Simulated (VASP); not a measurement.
## Ru: single point with LDA

Ru:

```
Ru
1.0
     2.67753    0.00000    0.00000
    -1.33877    2.31881    0.00000
     0.00000    0.00000    4.21813
Ru
2
Cartesian
  0.0000 1.5459 1.0545
  1.3388 0.7729 3.1636
```

```
Program             : VASP 6.6.1
Task                : single point
Functional          : LDA
Potentials or basis : VASP PAW LDA potentials, release 64 (Ru_sv)
Cutoff              : 560 eV
k mesh              : 5 × 5 × 3
Occupations         : fermi-dirac, width 0.1 eV
Spin                : no spin polarisation
```

```
Pressure               : -0.5 GPa
Band gap on the k mesh : zero (bands 16 and 17 overlap by 2.58 eV)
```

Stress tensor (GPa, compression positive):
```
-3.77  0.00  0.00
 0.00 -3.77  0.00
 0.00  0.00  5.98
```

Levels at points of the mesh, in eV from the Fermi level:
```
           k point  band 13  band 14  band 15  band 16  band 17  band 18  band 19  band 20
(0.00, 0.00, 0.00)    -2.57    -2.09    -2.09    -1.54    -1.54     1.24     1.24     1.30
```

Run time: 15 s on 1 thread of AMD EPYC 7R43 64-Core Processor (Zen 3), with other jobs on the host, peak memory 0.1 GiB.

Caveat: the k points lie up to 0.54 Å⁻¹ apart, too coarse for converged energies and pressures of a metal.
